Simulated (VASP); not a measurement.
Input of a VASP 6.6.1 run:

INCAR

```
ALGO     = Fast           # electronic algorithm
EDIFF    = 1E-7           # SCF threshold, eV
ENCUT    = 520            # plane-wave cutoff, eV
GGA      = PE             # functional
ISIF     = 2              # what is computed and relaxed
ISMEAR   = 0              # smearing method
LASPH    = T              # aspherical terms in the spheres
LCHARG   = T              # write CHGCAR
LELF     = T              # ELF
LREAL    = F              # projectors in reciprocal space
LVHAR    = T            
LWAVE    = F              # write WAVECAR
NBANDS   = 16             # bands
NELM     = 80             # most SCF steps
PREC     = Accurate       # precision mode
SIGMA    = 0.15           # smearing width, eV
```

File KPOINTS:

```
k-points
0
Gamma
  16 16 16
```

File POSCAR:

```
AlRu
1.0
    3.0364740000      0.0000000000      0.0000000000
    0.0000000000      3.0364740000      0.0000000000
    0.0000000000      0.0000000000      2.9467260000
Al Ru
1 1
Direct
    0.0000000000      0.0000000000      0.0000000000
    0.5000000000      0.5000000000      0.5000000000
```

Potentials or basis: VASP PAW PBE potentials, release 64 (Al, Ru_pv).

Run with:

```console
$ cat potpaw_PBE.64/Al/POTCAR potpaw_PBE.64/Ru_pv/POTCAR > POTCAR
$ mpirun -np 1 vasp_std > vasp.out
```

(1) Estimate the pressure.

## Answers

(1) -0.4 GPa.

Caveat: the cell differs from its parent crystal (strain +0.015 along x and y, -0.015 along z).
